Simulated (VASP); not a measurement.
Crystal: TePb.

```
Pb Te
1.0
     0.00000    3.18733    3.18733
     3.18733    0.00000    3.18733
     3.18733    3.18733    0.00000
Pb Te
1 1
Direct
  0.00000 0.00000 0.00000
  0.50000 0.50000 0.50000
```

Base run:

| Item | Value |
| --- | --- |
| Program | VASP 6.6.1 |
| Functional | PBEsol |
| Dispersion | D3(BJ) |
| Potentials or basis | VASP PAW PBE potentials, release 64 (Pb_d, Te) |
| Cutoff | 520 eV |
| k mesh | 7 × 7 × 7 |
| Occupations | fermi-dirac, width 0.05 eV |
| Spin | no spin polarisation |

Its results: pressure -0.6 GPa.

After a change of settings the same cell gave: pressure 1.5 GPa. Which change was it?
A. functional from PBEsol to BLYP
B. functional from PBEsol to r2SCAN; dispersion from D3(BJ) to D4
C. dispersion from D3(BJ) to none
D. functional from PBEsol to revPBE; dispersion from D3(BJ) to none

C.

Dispersion adds attraction, which lowers the pressure at fixed volume and, as a term added to the energy, leaves the levels alone.

Caveats: the PAW data sets were made with another functional, which shifts forces and pressure a little; spin-orbit coupling is left out, which moves the levels of the heavy elements.
